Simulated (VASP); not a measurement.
Wanted: the native input for a VASP 6.6.1 run.

```yaml
Task: single point
Functional: PBE
Potentials_or_basis: VASP PAW PBE potentials, release 64 (Pt)
Cutoff: 520 eV
k_mesh: 6 × 6 × 4
Occupations: gaussian, width 0.1 eV
Spin: no spin polarisation
Dipole_correction: no
Further_INCAR_settings: ALGO = Fast; EDIFF = 1e-07; NBANDS = 22
```

The structure of Pt lies in POSCAR:

```
Pt
1.0
    3.8804701054      0.0000000000      0.0000000000
   -1.9402350527      3.3605856899      0.0000000000
    0.0000000000      0.0000000000      4.1280836696
Pt
3
Direct
    0.3333052111      0.0000000000      0.3333333333
    0.0000000000      0.3333052111      0.6666666667
    0.6666947889      0.6666947889      0.0000000000
```

One way to write it, as run:

INCAR

```
SYSTEM = Pt
PREC = Accurate
ENCUT = 520
EDIFF = 1E-7
ISMEAR = 0
SIGMA = 0.1
LREAL = .False.
LASPH = .True.
NELM = 60
ALGO = Fast
ISIF = 2
LWAVE = .False.
LCHARG = .True.
GGA = PE
LELF = .True.
LVHAR = .True.
NBANDS = 22
```

KPOINTS

```
regular mesh
0
Gamma
  6 6 4
  0 0 0
```

Potentials or basis: VASP PAW PBE potentials, release 64 (Pt).

Run with:

```bash
$ cat potpaw_PBE.64/Pt/POTCAR > POTCAR
$ mpirun -np 1 vasp_std > vasp.out
```

Results of the run:

| Quantity | Value |
| --- | --- |
| Pressure | -0.4 GPa |
| Band gap on the k mesh | zero (bands 15 and 16 overlap by 1.02 eV) |

Caveat: the k points lie up to 0.38 Å⁻¹ apart, too coarse for converged energies and pressures of a metal; spin-orbit coupling is left out, which moves the levels of the heavy elements.

It took 15 s on 1 thread of Intel(R) Xeon(R) 6975P-C (Granite Rapids), with other jobs on the host, peak memory 0.17 GiB.
